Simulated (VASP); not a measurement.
Write the native input for VASP 6.6.1 that does the following.

```
Task                   : single point
Functional             : PBE
Dispersion             : D3(BJ)
Potentials or basis    : VASP PAW PBE potentials, release 64 (Pt, Se)
Cutoff                 : 520 eV
k mesh                 : 8 × 8 × 5
Occupations            : fermi-dirac, width 0.05 eV
Spin                   : no spin polarisation
Dipole correction      : no
Further INCAR settings : ALGO = Normal; EDIFF = 1e-07; NBANDS = 18
```

The structure of PtSe2 (Sudovikovite) lies in POSCAR:

```
PtSe2
1.0
    3.7730056198      0.0000000000      0.0000000000
   -1.8865028099      3.2675187154      0.0000000000
    0.0000000000      0.0000000000      5.1286129021
Pt Se
1 2
Direct
    0.0000000000      0.0000000000      0.0000000000
    0.6666666667      0.3333333333      0.7500000000
    0.3333333333      0.6666666667      0.2500000000
```

One way to write it, as run:

INCAR

```
ALGO = Normal
EDIFF = 1E-7
ENCUT = 520
GGA = PE
ISIF = 2
ISMEAR = -1
IVDW = 12
LASPH = T
LCHARG = F
LREAL = F
LWAVE = F
NBANDS = 18
NELM = 60
PREC = Accurate
SIGMA = 0.05
```

KPOINTS

```
k-points
0
Gamma
  8 8 5
```

Potentials or basis: VASP PAW PBE potentials, release 64 (Pt, Se).

Launch:

```console
$ cat potpaw_PBE.64/Pt/POTCAR potpaw_PBE.64/Se/POTCAR > POTCAR
$ mpirun -np 1 vasp_std > vasp.out
```

It gave:

```
Pressure                   : -1.5 GPa
Largest force              : 0.151 eV/Å
Band gap on the k mesh     : zero (band 11 reaches 6.39 eV, above the bottom of band 12 at 6.11 eV)
Dispersion energy per atom : -0.458 eV
```

Caveat: spin-orbit coupling is left out, which moves the levels of the heavy elements; pairwise dispersion overbinds metals, which lowers pressure and volume.

It took 18 s on 1 thread of Intel(R) Xeon(R) 6975P-C (Granite Rapids), on a shared host, peak memory 0.21 GiB.
